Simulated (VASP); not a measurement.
# SiO2 (Fd-3m) in VASP: further runs

Runs on SiO2. Level: PBE. Tasks: single point, relaxation of cell and atoms.

All numbers are computed with VASP 6.6.1; they aren't measurements. Logs are shortened: lines on timing, memory, paths and dates and some standing lists are left out, and cuts for length are marked.

**1. The cell of the first run**

It takes space group Fd-3m (No. 227, cubic). Conventional cell: a = 7.458 Å, b = 7.458 Å, c = 7.458 Å, α = 90.00°, β = 90.00°, γ = 90.00°. Si (site symmetry -43m) has 4 O at 1.61 Å within 2.1 Å. O (site symmetry -3m) has 2 Si at 1.61 Å within 2.1 Å.

**2. Single point, PBE**

Input file INCAR:

```
PREC = Accurate
ENCUT = 600
EDIFF = 1E-6
ISMEAR = 0
SIGMA = 0.1
LREAL = F
LASPH = T
NELM = 120
ALGO = Normal
ISIF = 2
LWAVE = F
LCHARG = F
GGA = PE
NBANDS = 25
GGA_COMPAT = F
```

Input file KPOINTS:

```
Automatic mesh
0
Gamma
  4 4 4
```

Input file POSCAR:

```
SiO2
1.0
    0.0000000000      3.7289087686      3.7289087686
    3.7289087686      0.0000000000      3.7289087686
    3.7289087686      3.7289087686      0.0000000000
Si O
2 4
Direct
    0.5000000000      0.5000000000      0.5000000000
    0.2500000000      0.2500000000      0.2500000000
    0.3749983463      0.8750049610      0.3749983463
    0.3749983463      0.3749983463      0.8750049610
    0.3749983463      0.3749983463      0.3749983463
    0.8750049610      0.3749983463      0.3749983463
```

Potentials or basis: VASP PAW PBE potentials, release 64 (Si, O).

On the command line:

```sh
$ cat potpaw_PBE.64/Si/POTCAR potpaw_PBE.64/O/POTCAR > POTCAR
$ mpirun -np 1 vasp_std > vasp.out
```

OUTCAR:

```text
PREC = Accurate
   ENCUT = 600
   EDIFF = 1E-6
   ISMEAR = 0
   LREAL = F
   LASPH = T
   NELM = 120
   ISIF = 2
   GGA = PE

 ion  position               nearest neighbor table
   1  0.500  0.500  0.500-   3 1.61   4 1.61   6 1.61   5 1.61
   2  0.250  0.250  0.250-   5 1.61   4 1.61   3 1.61   6 1.61
   3  0.375  0.875  0.375-   2 1.61   1 1.61
   4  0.375  0.375  0.875-   2 1.61   1 1.61
   5  0.375  0.375  0.375-   2 1.61   1 1.61
   6  0.875  0.375  0.375-   2 1.61   1 1.61

  LATTYP: Found a face centered cubic cell.
 ALAT       =     7.4578175372

  Lattice vectors:

 A1 = (   0.0000000000,   3.7289087686,   3.7289087686)
 A2 = (   3.7289087686,   0.0000000000,   3.7289087686)
 A3 = (   3.7289087686,   3.7289087686,   0.0000000000)

Analysis of symmetry for initial positions (statically):
=====================================================================
 Subroutine PRICEL returns:
 Original cell was already a primitive cell.

 Routine SETGRP: Setting up the symmetry group for a
 face centered cubic supercell.

 Subroutine GETGRP returns: Found 48 space group operations
 (whereof 24 operations were pure point group operations)
 out of a pool of 48 trial point group operations.

The static configuration has the point symmetry T_d .
 The point group associated with its full space group is O_h .

Analysis of symmetry for dynamics (positions and initial velocities):
=====================================================================
 Subroutine PRICEL returns:
 Original cell was already a primitive cell.

 Routine SETGRP: Setting up the symmetry group for a
 face centered cubic supercell.

 Subroutine GETGRP returns: Found 48 space group operations
 (whereof 24 operations were pure point group operations)
 out of a pool of 48 trial point group operations.

The dynamic configuration has the point symmetry T_d .
 The point group associated with its full space group is O_h .

 Subroutine INISYM returns: Found 48 space group operations
 (whereof 24 operations are pure point group operations),
 and found     1 'primitive' translations

----------------------------------------------------------------------------------------

                                     Primitive cell

  volume of cell :     103.6992

  direct lattice vectors                    reciprocal lattice vectors
     0.000000000  3.728908769  3.728908769    -0.134087485  0.134087485  0.134087485
     3.728908769  0.000000000  3.728908769     0.134087485 -0.134087485  0.134087485
     3.728908769  3.728908769  0.000000000     0.134087485  0.134087485 -0.134087485

  length of vectors
     5.273473353  5.273473353  5.273473353     0.232246337  0.232246337  0.232246337

  position of ions in fractional coordinates (direct lattice)
     0.500000000  0.500000000  0.500000000
     0.250000000  0.250000000  0.250000000
     0.374998346  0.875004961  0.374998346
     0.374998346  0.374998346  0.875004961
     0.374998346  0.374998346  0.374998346
     0.875004961  0.374998346  0.374998346

  ion indices of the primitive-cell ions
   primitive index   ion index
                 1           1
                 2           2
                 3           3
                 4           4
                 5           5
                 6           6

----------------------------------------------------------------------------------------

 KPOINTS: Automatic mesh

Automatic generation of k-mesh.
 Grid dimensions read from file:
 generate k-points for:    4    4    4

 Generating k-lattice:

  Cartesian coordinates                     Fractional coordinates (reciprocal lattice)
    -0.033521871  0.033521871  0.033521871     0.250000000  0.000000000  0.000000000
     0.033521871 -0.033521871  0.033521871     0.000000000  0.250000000  0.000000000
     0.033521871  0.033521871 -0.033521871     0.000000000  0.000000000  0.250000000

  Length of vectors
     0.058061584  0.058061584  0.058061584

  Shift w.r.t. Gamma in fractional coordinates (k-lattice)
     0.000000000  0.000000000  0.000000000

 Subroutine IBZKPT returns following result:
 ===========================================

 Found      8 irreducible k-points:

 Following reciprocal coordinates:
            Coordinates               Weight
  0.000000  0.000000  0.000000      1.000000
  0.250000  0.000000  0.000000      8.000000
  0.500000  0.000000  0.000000      4.000000
  0.250000  0.250000  0.000000      6.000000
  0.500000  0.250000  0.000000     24.000000
 -0.250000  0.250000  0.000000     12.000000
  0.500000  0.500000  0.000000      3.000000
 -0.250000  0.500000  0.250000      6.000000
   k-points           NKPTS =      8   k-points in BZ     NKDIM =      8   number of bands    NBANDS=     25
   number of dos      NEDOS =    301   number of ions     NIONS =      6
   total plane-waves  NPLWV =  74088
   dimension x,y,z NGX =    42 NGY =   42 NGZ =   42
   dimension x,y,z NGXF=    84 NGYF=   84 NGZF=   84
   ions per type =               2   4
   NGX,Y,Z   is equivalent  to a cutoff of  13.24, 13.24, 13.24 a.u.
   NGXF,Y,Z  is equivalent  to a cutoff of  26.48, 26.48, 26.48 a.u.
 SYSTEM =  unknown system
   PREC   = accura    normal or accurate (medium, high low for compatibility)
   ISTART =      0    job   : 0-new  1-cont  2-samecut
   ICHARG =      2    charge: 1-file 2-atom 10-const
   ISPIN  =      1    spin polarized calculation?
   LNONCOLLINEAR =      F non collinear calculations
   LSORBIT =      F    spin-orbit coupling
   LASPH  =      T    aspherical Exc in radial PAW
   ENCUT  =  600.0 eV  44.10 Ry    6.64 a.u.  10.53 10.53 10.53*2*pi/ulx,y,z
   NELM   =    120;   NELMIN=  2; NELMDL= -5     # of ELM steps
   EDIFF  = 0.1E-05   stopping-criterion for ELM
   LREAL  =      F    real-space projection
   EDIFFG = 0.1E-04   stopping-criterion for IOM
   NSW    =      0    number of steps for IOM
   IBRION =     -1    ionic relax: 0-MD 1-quasi-New 2-CG
   NFREE  =      0    steps in history (QN), initial steepest desc. (CG)
   ISIF   =      2    stress and relaxation
   ISYM   =      2    0-nonsym 1-usesym 2-fastsym
   POTIM  = 0.5000    time-step for ionic-motion
   TEBEG  =    0.0;   TEEND  =   0.0 temperature during run
   PSTRESS=    0.0 pullay stress
   NELECT =      32.0000    total number of electrons
   NUPDOWN=      -1.0000    fix difference up-down
   EMIN   =  10.00;   EMAX   =-10.00  energy-range for DOS
   EFERMI =   0.00;   METHOD = LEGACY
   ISMEAR =     0;   SIGMA  =   0.10  broadening in eV -4-tet -1-fermi 0-gaus
   EFERMI_NEDOS =   21; number of points for ismear=-14 and -15
   IALGO  =     38    algorithm
   IMIX   =      4    mixing-type and parameters
     AMIX     =   0.40;   BMIX     =  1.00
     AMIX_MAG =   1.60;   BMIX_MAG =  1.00
  volume/ion in A,a.u.               =      17.28       116.63
  Fermi-wavevector in a.u.,A,eV,Ry     =   1.106283  2.090573 16.651667  1.223863
  Thomas-Fermi vector in A             =   2.242782
   LORBIT       =      0    0 simple, 1 ext, 2 COOP (PROOUT), +10 PAW based schemes
   GGA     = PE    functional components
   LHFCALC =     F    Hartree Fock is set to
   AEXX    =    0.0000 exact exchange contribution
   IVDW    =     0    specifies the selected vdW correction
   LEPSILON=     F    determine dielectric tensor
   LRPA    =     F    only Hartree local field effects (RPA)
 non-spin polarized calculation
 Gauss-broadening in eV      SIGMA  =   0.10
  energy-cutoff  :      600.00
  volume of cell :      103.70
 maximum number of plane-waves:      3479
   NGX = 21   NGY = 21   NGZ = 21

 number of electron      31.9999998 magnetization

 Free energy of the ion-electron system (eV)
  ---------------------------------------------------
  ext. energy  EPLUGINS =         0.00000000
  ---------------------------------------------------
  free energy    TOTEN  =       -47.43465047 eV

  energy without entropy =      -47.43465047  energy(sigma->0) =      -47.43465047

 E-fermi :  -0.4478     XC(G=0):  -7.4172

 val. band max:       -0.9817037957   @ k =   0.5000   0.0000   0.0000
 cond. band min:       4.3941292860   @ k =   0.0000   0.0000   0.0000
 fundamental gap:      5.3758330817
 Fermi energy:        -0.4477845438

 k-point     1 :       0.0000    0.0000    0.0000
  band No.  band energies     occupation
      1     -20.3238      2.00000
      2     -18.3459      2.00000
      3     -18.3459      2.00000
      4     -18.3459      2.00000
      5     -11.0265      2.00000
      6      -6.8988      2.00000
[... 17 lines left out ...]
     24      10.9790      0.00000
     25      11.7839      0.00000

 k-point     2 :       0.2500    0.0000    0.0000
  band No.  band energies     occupation
      1     -20.1637      2.00000
      2     -18.6324      2.00000
      3     -18.3507      2.00000
      4     -18.3507      2.00000
      5     -10.5308      2.00000
      6      -7.1504      2.00000
[... 17 lines left out ...]
     24      11.0726      0.00000
     25      12.4507      0.00000

 k-point     3 :       0.5000    0.0000    0.0000
  band No.  band energies     occupation
      1     -19.9267      2.00000
      2     -18.9867      2.00000
      3     -18.3554      2.00000
      4     -18.3554      2.00000
      5      -9.9079      2.00000
      6      -7.5467      2.00000
[... 17 lines left out ...]
     24      10.7650      0.00000
     25      11.6374      0.00000

 k-point     4 :       0.2500    0.2500    0.0000
  band No.  band energies     occupation
      1     -20.0985      2.00000
      2     -18.7307      2.00000
      3     -18.3560      2.00000
      4     -18.3560      2.00000
      5     -10.3316      2.00000
      6      -7.3952      2.00000
[... 17 lines left out ...]
     24      10.5949      0.00000
     25      11.9241      0.00000

 k-point     5 :       0.5000    0.2500    0.0000
  band No.  band energies     occupation
      1     -19.8049      2.00000
      2     -19.1363      2.00000
      3     -18.3643      2.00000
      4     -18.3608      2.00000
      5      -9.5575      2.00000
      6      -8.0029      2.00000
[... 17 lines left out ...]
     24      11.0418      0.00000
     25      11.5235      0.00000

 k-point     6 :      -0.2500    0.2500    0.0000
  band No.  band energies     occupation
      1     -19.9291      2.00000
      2     -18.9774      2.00000
      3     -18.3633      2.00000
      4     -18.3554      2.00000
      5      -9.8769      2.00000
      6      -7.6936      2.00000
[... 17 lines left out ...]
     24      11.3162      0.00000
     25      12.2360      0.00000

 k-point     7 :       0.5000    0.5000    0.0000
  band No.  band energies     occupation
      1     -19.4876      2.00000
      2     -19.4867      2.00000
      3     -18.3661      2.00000
      4     -18.3661      2.00000
      5      -8.7867      2.00000
      6      -8.7864      2.00000
[... 17 lines left out ...]
     24      10.1179      0.00000
     25      11.5418      0.00000

 k-point     8 :      -0.2500    0.5000    0.2500
  band No.  band energies     occupation
      1     -19.4874      2.00000
      2     -19.4866      2.00000
      3     -18.3664      2.00000
      4     -18.3664      2.00000
      5      -8.7782      2.00000
      6      -8.7779      2.00000
[... 17 lines left out ...]
     24      11.4438      0.00000
     25      11.7924      0.00000

------------------------ aborting loop because EDIFF is reached ----------------------------------------

  FORCE on cell =-STRESS in cart. coord.  units (eV):
  Direction    XX          YY          ZZ          XY          YZ          ZX
  --------------------------------------------------------------------------------------
  -------------------------------------------------------------------------------------
  Total       -0.0065101     -0.0065101     -0.0065101      0.0000000      0.0000000      0.0000000
  in kB       -0.1005828     -0.1005828     -0.1005828      0.0000000      0.0000000      0.0000000
  external PRESSURE =      -0.1005828 kB  Pullay stress =       0.0000000 kB

 VOLUME and BASIS-vectors are now :
 -----------------------------------------------------------------------------
  energy-cutoff  :      600.00
  volume of cell :      103.70
      direct lattice vectors                 reciprocal lattice vectors
     0.000000000  3.728908769  3.728908769    -0.134087485  0.134087485  0.134087485
     3.728908769  0.000000000  3.728908769     0.134087485 -0.134087485  0.134087485
     3.728908769  3.728908769  0.000000000     0.134087485  0.134087485 -0.134087485

 POSITION                                       TOTAL-FORCE (eV/Angst)
 -----------------------------------------------------------------------------------
      3.72891      3.72891      3.72891        -0.000000     -0.000000      0.000000
      1.86445      1.86445      1.86445        -0.000000     -0.000000      0.000000
      4.66115      2.79667      4.66115        -0.000000     -0.000000     -0.000000
      4.66115      4.66115      2.79667         0.000000     -0.000000      0.000000
      2.79667      2.79667      2.79667        -0.000000      0.000000      0.000000
      2.79667      4.66115      4.66115         0.000000      0.000000     -0.000000
 -----------------------------------------------------------------------------------
    total drift:                                0.000001      0.000001      0.000001

  FREE ENERGIE OF THE ION-ELECTRON SYSTEM (eV)
  ---------------------------------------------------
  free  energy   TOTEN  =       -47.4346504699 eV

  energy  without entropy=      -47.4346504699  energy(sigma->0) =      -47.43465047
```

Run time: 30 s. Hardware: 1 thread of Intel Xeon Platinum 8259CL at 2.50GHz (Skylake/Cascade Lake), shared host; peak memory 0.25 GiB.

Results:

```
Free energy            : -47.4347 eV
Pressure               : 0.0 GPa
Band gap on the k mesh : 5.38 eV, indirect (least direct gap 5.38 eV)
```

A hybrid or GW would open this gap; PBE tends to underestimate it.

(Part 1 of 2 ends here.)
